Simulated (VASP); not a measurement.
# RbAu2 (P-3m1) in VASP: a series of runs

RbAu2 is run at these levels: PBE; tasks: single point, relaxation of cell and atoms.

Program: VASP 6.6.1. These are calculated values, not measurements. Logs are shortened: lines on timing, memory, paths and dates and some standing lists are left out, and cuts for length are marked.

### Step 1. The cell of the first run

Symmetry: P-3m1, No. 164, trigonal system. Conventional cell: a = 4.074 Å, b = 4.074 Å, c = 8.574 Å, α = 90.00°, β = 90.00°, γ = 120.00°. Rb (site symmetry -3m) has 6 Au at 3.94 Å and 6 Rb at 4.07 Å within 5.2 Å. Au (site symmetry 3m) has 9 Au at 3.25 to 4.07 Å and 3 Rb at 3.94 Å within 4.3 Å.

The cell was generated, and may not be a known phase.

### Step 2. Single point, PBE

The input, INCAR:

```
PREC = Accurate
ENCUT = 520
EDIFF = 1E-6
ISMEAR = 0
SIGMA = 0.1
LREAL = False
LASPH = True
NELM = 100
ALGO = Normal
ISIF = 2
LWAVE = False
LCHARG = True
GGA = PE
LELF = True
LVHAR = True
NBANDS = 22
```

The input, KPOINTS:

```
Automatic mesh
0
Gamma
  6 6 2
```

The input, POSCAR:

```
RbAu2
1.0
    4.0740129600      0.0000000000      0.0000000000
   -2.0370064800      3.5281987200      0.0000000000
    0.0000000000      0.0000000000      8.5739266600
Rb Au
1 2
Direct
    0.0000000000      0.0000000000      0.5000000000
    0.3333333300      0.6666666700      0.8693301700
    0.6666666700      0.3333333300      0.1306698300
```

Potentials or basis: VASP PAW PBE potentials, release 64 (Rb_sv, Au).

On the command line:

```
cat potpaw_PBE.64/Rb_sv/POTCAR potpaw_PBE.64/Au/POTCAR > POTCAR
mpirun -np 1 vasp_std > vasp.out
```

OUTCAR:

```text
PREC = Accurate
   ENCUT = 520
   EDIFF = 1E-6
   ISMEAR = 0
   LREAL = False
   LASPH = True
   NELM = 100
   ISIF = 2
   GGA = PE

 ion  position               nearest neighbor table
   1  0.000  0.000  0.500-   2 3.94   3 3.94   3 3.94   2 3.94   3 3.94   2 3.94
   2  0.333  0.667  0.869-   3 3.25   3 3.25   3 3.25   1 3.94   1 3.94   1 3.94
   3  0.667  0.333  0.131-   2 3.25   2 3.25   2 3.25   1 3.94   1 3.94   1 3.94

  LATTYP: Found a hexagonal cell.
 ALAT       =     4.0740129600
 C/A-ratio  =     2.1045408407

  Lattice vectors:

 A1 = (   4.0740129600,   0.0000000000,   0.0000000000)
 A2 = (  -2.0370064800,   3.5281987200,   0.0000000000)
 A3 = (   0.0000000000,   0.0000000000,   8.5739266600)

Analysis of symmetry for initial positions (statically):
=====================================================================
 Subroutine PRICEL returns:
 Original cell was already a primitive cell.

 Routine SETGRP: Setting up the symmetry group for a
 hexagonal supercell.

 Subroutine GETGRP returns: Found 12 space group operations
 (whereof 12 operations were pure point group operations)
 out of a pool of 24 trial point group operations.

The static configuration has the point symmetry D_3d.

Analysis of symmetry for dynamics (positions and initial velocities):
=====================================================================
 Subroutine PRICEL returns:
 Original cell was already a primitive cell.

 Routine SETGRP: Setting up the symmetry group for a
 hexagonal supercell.

 Subroutine GETGRP returns: Found 12 space group operations
 (whereof 12 operations were pure point group operations)
 out of a pool of 24 trial point group operations.

The dynamic configuration has the point symmetry D_3d.

 Subroutine INISYM returns: Found 12 space group operations
 (whereof 12 operations are pure point group operations),
 and found     1 'primitive' translations

----------------------------------------------------------------------------------------

                                     Primitive cell

  volume of cell :     123.2410

  direct lattice vectors                    reciprocal lattice vectors
     4.074012960  0.000000000  0.000000000     0.245458228  0.141715374  0.000000000
    -2.037006480  3.528198720  0.000000000     0.000000000  0.283430747  0.000000000
     0.000000000  0.000000000  8.573926660     0.000000000  0.000000000  0.116632675

  length of vectors
     4.074012960  4.074012961  8.573926660     0.283430747  0.283430747  0.116632675

  position of ions in fractional coordinates (direct lattice)
     0.000000000  0.000000000  0.500000000
     0.333333330  0.666666670  0.869330170
     0.666666670  0.333333330  0.130669830

  ion indices of the primitive-cell ions
   primitive index   ion index
                 1           1
                 2           2
                 3           3

----------------------------------------------------------------------------------------

 KPOINTS: Automatic mesh

Automatic generation of k-mesh.
 Grid dimensions read from file:
 generate k-points for:    6    6    2

 Generating k-lattice:

  Cartesian coordinates                     Fractional coordinates (reciprocal lattice)
     0.040909705  0.023619229  0.000000000     0.166666667  0.000000000  0.000000000
     0.000000000  0.047238458  0.000000000     0.000000000  0.166666667  0.000000000
     0.000000000  0.000000000  0.058316337     0.000000000  0.000000000  0.500000000

  Length of vectors
     0.047238458  0.047238458  0.058316337

  Shift w.r.t. Gamma in fractional coordinates (k-lattice)
     0.000000000  0.000000000  0.000000000

 Subroutine IBZKPT returns following result:
 ===========================================

 Found     14 irreducible k-points:

 Following reciprocal coordinates:
            Coordinates               Weight
  0.000000  0.000000  0.000000      1.000000
  0.166667 -0.000000  0.000000      6.000000
  0.333333 -0.000000  0.000000      6.000000
  0.500000 -0.000000  0.000000      3.000000
  0.166667  0.166667  0.000000      6.000000
  0.333333  0.166667  0.000000     12.000000
  0.333333  0.333333  0.000000      2.000000
  0.000000  0.000000  0.500000      1.000000
  0.166667 -0.000000  0.500000      6.000000
  0.333333 -0.000000  0.500000      6.000000
  0.500000 -0.000000  0.500000      3.000000
  0.166667  0.166667  0.500000      6.000000
  0.333333  0.166667  0.500000     12.000000
  0.333333  0.333333  0.500000      2.000000
   k-points           NKPTS =     14   k-points in BZ     NKDIM =     14   number of bands    NBANDS=     22
   number of dos      NEDOS =    301   number of ions     NIONS =      3
   total plane-waves  NPLWV =  57600
   dimension x,y,z NGX =    30 NGY =   30 NGZ =   64
   dimension x,y,z NGXF=    60 NGYF=   60 NGZF=  128
   ions per type =               1   2
   NGX,Y,Z   is equivalent  to a cutoff of  12.24, 12.24, 12.41 a.u.
   NGXF,Y,Z  is equivalent  to a cutoff of  24.48, 24.48, 24.82 a.u.
 SYSTEM =  unknown system
   PREC   = accura    normal or accurate (medium, high low for compatibility)
   ISTART =      0    job   : 0-new  1-cont  2-samecut
   ICHARG =      2    charge: 1-file 2-atom 10-const
   ISPIN  =      1    spin polarized calculation?
   LNONCOLLINEAR =      F non collinear calculations
   LSORBIT =      F    spin-orbit coupling
   LASPH  =      T    aspherical Exc in radial PAW
   ENCUT  =  520.0 eV  38.22 Ry    6.18 a.u.   7.57  7.57 15.94*2*pi/ulx,y,z
   NELM   =    100;   NELMIN=  2; NELMDL= -5     # of ELM steps
   EDIFF  = 0.1E-05   stopping-criterion for ELM
   LREAL  =      F    real-space projection
   EDIFFG = 0.1E-04   stopping-criterion for IOM
   NSW    =      0    number of steps for IOM
   IBRION =     -1    ionic relax: 0-MD 1-quasi-New 2-CG
   NFREE  =      0    steps in history (QN), initial steepest desc. (CG)
   ISIF   =      2    stress and relaxation
   ISYM   =      2    0-nonsym 1-usesym 2-fastsym
   POTIM  = 0.5000    time-step for ionic-motion
   TEBEG  =    0.0;   TEEND  =   0.0 temperature during run
   PSTRESS=    0.0 pullay stress
   NELECT =      31.0000    total number of electrons
   NUPDOWN=      -1.0000    fix difference up-down
   EMIN   =  10.00;   EMAX   =-10.00  energy-range for DOS
   EFERMI =   0.00;   METHOD = LEGACY
   ISMEAR =     0;   SIGMA  =   0.10  broadening in eV -4-tet -1-fermi 0-gaus
   EFERMI_NEDOS =   21; number of points for ismear=-14 and -15
   IALGO  =     38    algorithm
   IMIX   =      4    mixing-type and parameters
     AMIX     =   0.40;   BMIX     =  1.00
     AMIX_MAG =   1.60;   BMIX_MAG =  1.00
  volume/ion in A,a.u.               =      41.08       277.22
  Fermi-wavevector in a.u.,A,eV,Ry     =   1.033420  1.952881 14.530444  1.067958
  Thomas-Fermi vector in A             =   2.167666
   LORBIT       =      0    0 simple, 1 ext, 2 COOP (PROOUT), +10 PAW based schemes
   GGA     = PE    functional components
   LHFCALC =     F    Hartree Fock is set to
   AEXX    =    0.0000 exact exchange contribution
   IVDW    =     0    specifies the selected vdW correction
   LEPSILON=     F    determine dielectric tensor
   LRPA    =     F    only Hartree local field effects (RPA)
 non-spin polarized calculation
 Gauss-broadening in eV      SIGMA  =   0.10
  energy-cutoff  :      520.00
  volume of cell :      123.24
 maximum number of plane-waves:      3344
   NGX = 15   NGY = 15   NGZ = 31

 number of electron      30.9999998 magnetization

 Free energy of the ion-electron system (eV)
  ---------------------------------------------------
  ext. energy  EPLUGINS =         0.00000000
  ---------------------------------------------------
  free energy    TOTEN  =        -5.64898310 eV

  energy without entropy =       -5.64187802  energy(sigma->0) =       -5.64543056

 E-fermi :   1.0633     XC(G=0):  -7.8385

 val. band max:        1.0247598989   @ k =   0.3333  -0.0000   0.0000
 cond. band min:       1.0891899247   @ k =   0.0000   0.0000   0.0000
 fundamental gap:      0.0644300258
 Fermi energy:         1.0633145990

 k-point     1 :       0.0000    0.0000    0.0000
  band No.  band energies     occupation
      1     -27.1560      2.00000
      2     -11.0903      2.00000
      3     -11.0877      2.00000
      4     -11.0877      2.00000
      5      -2.8696      2.00000
      6      -1.6907      2.00000
[... 14 lines left out ...]
     21       8.0159      0.00000
     22       8.3145      0.00000

 k-point     2 :       0.1667   -0.0000    0.0000
  band No.  band energies     occupation
      1     -27.1452      2.00000
      2     -11.2215      2.00000
      3     -11.1169      2.00000
      4     -11.0678      2.00000
      5      -2.5366      2.00000
      6      -1.6074      2.00000
[... 14 lines left out ...]
     21       6.9209      0.00000
     22       7.6553      0.00000

 k-point     3 :       0.3333   -0.0000    0.0000
  band No.  band energies     occupation
      1     -27.1235      2.00000
      2     -11.4739      2.00000
      3     -11.1742      2.00000
      4     -11.0222      2.00000
      5      -1.9126      2.00000
      6      -1.6448      2.00000
[... 14 lines left out ...]
     21       6.8453      0.00000
     22       7.3932      0.00000

 k-point     4 :       0.5000   -0.0000    0.0000
  band No.  band energies     occupation
      1     -27.1127      2.00000
      2     -11.5935      2.00000
      3     -11.2024      2.00000
      4     -10.9992      2.00000
      5      -1.7848      2.00000
      6      -1.6815      2.00000
[... 14 lines left out ...]
     21       6.8225      0.00000
     22       7.3681      0.00000

 k-point     5 :       0.1667    0.1667    0.0000
  band No.  band energies     occupation
      1     -27.1290      2.00000
      2     -11.3880      2.00000
      3     -11.1863      2.00000
      4     -11.0337      2.00000
      5      -2.0177      2.00000
      6      -1.6255      2.00000
[... 14 lines left out ...]
     21       6.0953      0.00000
     22       6.6945      0.00000

 k-point     6 :       0.3333    0.1667    0.0000
  band No.  band energies     occupation
      1     -27.1127      2.00000
      2     -11.5304      2.00000
      3     -11.2721      2.00000
      4     -10.9993      2.00000
      5      -1.7054      2.00000
      6      -1.6505      2.00000
[... 14 lines left out ...]
     21       5.4369      0.00000
     22       6.6994      0.00000

 k-point     7 :       0.3333    0.3333    0.0000
  band No.  band energies     occupation
      1     -27.1072      2.00000
      2     -11.4414      2.00000
      3     -11.4414      2.00000
      4     -10.9878      2.00000
      5      -1.6506      2.00000
      6      -1.6036      2.00000
[... 14 lines left out ...]
     21       4.6600      0.00000
     22       6.5802      0.00000

 k-point     8 :       0.0000    0.0000    0.5000
  band No.  band energies     occupation
      1     -27.1560      2.00000
      2     -11.0911      2.00000
      3     -11.0877      2.00000
      4     -11.0877      2.00000
      5      -2.7044      2.00000
      6      -1.6959      2.00000
[... 14 lines left out ...]
     21       7.9989      0.00000
     22       8.4048      0.00000

 k-point     9 :       0.1667   -0.0000    0.5000
  band No.  band energies     occupation
      1     -27.1452      2.00000
      2     -11.2214      2.00000
      3     -11.1169      2.00000
      4     -11.0683      2.00000
      5      -2.4103      2.00000
      6      -1.6226      2.00000
[... 14 lines left out ...]
     21       6.7959      0.00000
     22       7.8215      0.00000

 k-point    10 :       0.3333   -0.0000    0.5000
  band No.  band energies     occupation
      1     -27.1235      2.00000
      2     -11.4738      2.00000
      3     -11.1742      2.00000
      4     -11.0223      2.00000
      5      -1.9115      2.00000
      6      -1.6622      2.00000
[... 14 lines left out ...]
     21       6.8454      0.00000
     22       6.9296      0.00000

 k-point    11 :       0.5000   -0.0000    0.5000
  band No.  band energies     occupation
      1     -27.1127      2.00000
      2     -11.5934      2.00000
      3     -11.2024      2.00000
      4     -10.9991      2.00000
      5      -1.8348      2.00000
      6      -1.6573      2.00000
[... 14 lines left out ...]
     21       6.5498      0.00000
     22       6.6601      0.00000

 k-point    12 :       0.1667    0.1667    0.5000
  band No.  band energies     occupation
      1     -27.1290      2.00000
      2     -11.3880      2.00000
      3     -11.1863      2.00000
      4     -11.0339      2.00000
      5      -1.9685      2.00000
      6      -1.6633      2.00000
[... 14 lines left out ...]
     21       6.5569      0.00000
     22       7.3880      0.00000

 k-point    13 :       0.3333    0.1667    0.5000
  band No.  band energies     occupation
      1     -27.1127      2.00000
      2     -11.5304      2.00000
      3     -11.2721      2.00000
      4     -10.9993      2.00000
      5      -1.7281      2.00000
      6      -1.6396      2.00000
[... 14 lines left out ...]
     21       5.4486      0.00000
     22       6.5387      0.00000

 k-point    14 :       0.3333    0.3333    0.5000
  band No.  band energies     occupation
      1     -27.1072      2.00000
      2     -11.4414      2.00000
      3     -11.4414      2.00000
      4     -10.9878      2.00000
      5      -1.6291      2.00000
      6      -1.5902      2.00000
[... 14 lines left out ...]
     21       5.6679      0.00000
     22       5.6679      0.00000

------------------------ aborting loop because EDIFF is reached ----------------------------------------

  FORCE on cell =-STRESS in cart. coord.  units (eV):
  Direction    XX          YY          ZZ          XY          YZ          ZX
  --------------------------------------------------------------------------------------
  -------------------------------------------------------------------------------------
  Total       -2.2019415     -2.2019415     -6.1243642      0.0000000      0.0000000      0.0000000
  in kB      -28.6260322    -28.6260322    -79.6189378      0.0000000      0.0000000      0.0000000
  external PRESSURE =     -45.6236674 kB  Pullay stress =       0.0000000 kB

 VOLUME and BASIS-vectors are now :
 -----------------------------------------------------------------------------
  energy-cutoff  :      520.00
  volume of cell :      123.24
      direct lattice vectors                 reciprocal lattice vectors
     4.074012960  0.000000000  0.000000000     0.245458228  0.141715374  0.000000000
    -2.037006480  3.528198720  0.000000000     0.000000000  0.283430747  0.000000000
     0.000000000  0.000000000  8.573926660     0.000000000  0.000000000  0.116632675

 POSITION                                       TOTAL-FORCE (eV/Angst)
 -----------------------------------------------------------------------------------
      0.00000      0.00000      4.28696        -0.000000      0.000000      0.000000
     -0.00000      2.35213      7.45357        -0.000000      0.000000      0.558664
      2.03701      1.17607      1.12035         0.000000      0.000000     -0.558664
 -----------------------------------------------------------------------------------
    total drift:                                0.000000      0.000000      0.000000

  FREE ENERGIE OF THE ION-ELECTRON SYSTEM (eV)
  ---------------------------------------------------
  free  energy   TOTEN  =        -5.6489831013 eV

  energy  without entropy=       -5.6418780248  energy(sigma->0) =       -5.64543056
```

Run time: 78 s. Hardware: 1 thread of Intel Xeon 8259CL, shared host; peak memory 0.24 GiB.

What came out:

```yaml
Free_energy: -5.6490 eV
Pressure: -4.6 GPa
Largest_force: 0.559 eV/Å
Band_gap_on_the_k_mesh: zero (an odd number of electrons rules out a gap without spin polarisation)
```

Forces in eV/Å, atoms in the order of the input:
```
Rb   0.000  0.000  0.000
Au   0.000  0.000  0.559
Au   0.000  0.000 -0.559
```

Caveat: the k points lie up to 0.37 Å⁻¹ apart, too coarse for converged energies and pressures of a metal; spin-orbit coupling is left out, which moves the levels of the heavy elements.

### Step 3. Relaxation of cell and atoms, PBE

The input, INCAR:

```
PREC = Accurate
ENCUT = 600
EDIFF = 1E-6
ISMEAR = 0
SIGMA = 0.1
LREAL = F
LASPH = T
NELM = 100
ALGO = Normal
ISIF = 3
LWAVE = F
LCHARG = F
GGA = PE
IBRION = 2
NSW = 90
EDIFFG = -0.04
```

The input, KPOINTS:

```
regular mesh
0
Gamma
  6 6 2
```

POSCAR is that of step 2.

Potentials or basis: VASP PAW PBE potentials, release 64 (Rb_sv, Au).

On the command line:

```
cat potpaw_PBE.64/Rb_sv/POTCAR potpaw_PBE.64/Au/POTCAR > POTCAR
mpirun -np 1 vasp_std > vasp.out
```

Run time: 25 min. Hardware: 1 thread of Intel Xeon 8259CL, shared host; peak memory 0.33 GiB.

Results (log left out):

| Quantity | Value |
| --- | --- |
| Free energy | -8.0776 eV |
| Relaxed volume | 32.29 Å³/atom |
| Relaxed cell | a = 4.707 Å, b = 4.707 Å, c = 5.049 Å, α = 90.00°, β = 90.00°, γ = 120.00° |
| Space group after relaxing (to 0.1 Å) | P6/mmm (No. 191) |
| Energy gained by relaxing | 809.6 meV/atom |
| Ionic steps | 28 |
| Pressure after relaxing | 0.1 GPa |
| Largest force after relaxing | 0.017 eV/Å |
| Band gap on the k mesh | zero (an odd number of electrons rules out a gap without spin polarisation) |

Forces on the atoms (eV/Å):
```
Rb   0.000  0.000  0.000
Au   0.000  0.000  0.017
Au   0.000  0.000 -0.017
```

Step by step:
```csv
step,energy change (eV),largest force (eV/Å),pressure (GPa),volume (Å³)
1,0.0000,0.5583,-4.54,123.24
2,-0.7012,0.6936,-3.59,103.47
3,-0.9649,0.5604,-0.73,90.98
4,-0.9759,0.4379,1.02,86.85
5,-0.9782,0.4804,0.44,88.09
6,-1.0088,0.3737,0.72,88.76
7,-1.0806,0.0326,1.81,90.79
8,-1.1217,0.7223,4.00,94.73
9,-1.6019,0.2002,4.41,102.20
10,-1.7990,0.9940,-3.18,114.89
11,-2.1733,0.1024,-0.46,108.83
12,-2.1884,0.2711,-1.30,110.18
13,-2.1891,0.2176,-1.07,109.79
14,-2.2253,0.3489,-1.50,109.23
15,-2.2329,0.4189,-1.68,108.92
16,-2.2828,0.4079,-1.17,105.64
17,-2.3477,0.3799,0.17,98.93
18,-2.2583,0.3104,4.61,86.09
19,-2.3551,0.3711,0.89,96.15
20,-2.3849,0.3457,0.35,96.43
21,-2.3968,0.2931,-0.29,96.71
22,-2.4088,0.2167,-0.06,95.97
23,-2.4178,0.0100,0.59,93.96
24,-2.4188,0.0586,0.43,94.43
25,-2.4258,0.0208,0.06,95.97
26,-2.4277,0.0101,-0.21,97.23
27,-2.4285,0.0199,0.19,96.66
28,-2.4288,0.0168,0.05,96.86
```

Final structure:
```yaml
crystal:
  lattice:
    - [4.70685, 0.00000, 0.00000]
    - [-2.35343, 4.07625, 0.00000]
    - [0.00000, 0.00000, 5.04852]
  atoms:
    - { symbol: Rb, position: [0.00000, 0.00000, 0.50000] }
    - { symbol: Au, position: [0.33333, 0.66667, 0.99888] }
    - { symbol: Au, position: [0.66667, 0.33333, 0.00112] }
```

Levels at points of the mesh, in eV from the Fermi level:
```tsv
k point	band 11	band 12	band 13	band 14	band 15	band 16	band 17	band 18	band 19
(0.00, 0.00, 0.00)	-3.25	-3.25	-2.56	-2.44	-2.44	2.71	4.00	4.11	4.11
(0.50, 0.00, 0.00)	-2.97	-2.83	-2.18	-1.93	-1.87	-0.86	3.05	3.31	4.44
(0.00, 0.00, 0.50)	-3.32	-3.12	-2.44	-2.38	-2.38	-0.46	5.74	5.79	5.79
(0.50, 0.00, 0.50)	-2.82	-2.75	-2.20	-1.87	-1.17	-0.92	2.42	2.48	2.48
```

Caveat: the k points lie up to 0.62 Å⁻¹ apart in the final cell, too coarse for converged energies and pressures of a metal; the volume moved by over 15 % at a fixed basis, so the end points are rough; spin-orbit coupling is left out, which moves the levels of the heavy elements.

The gap in the log of VASP goes by the Fermi energy; the results here count the filled bands.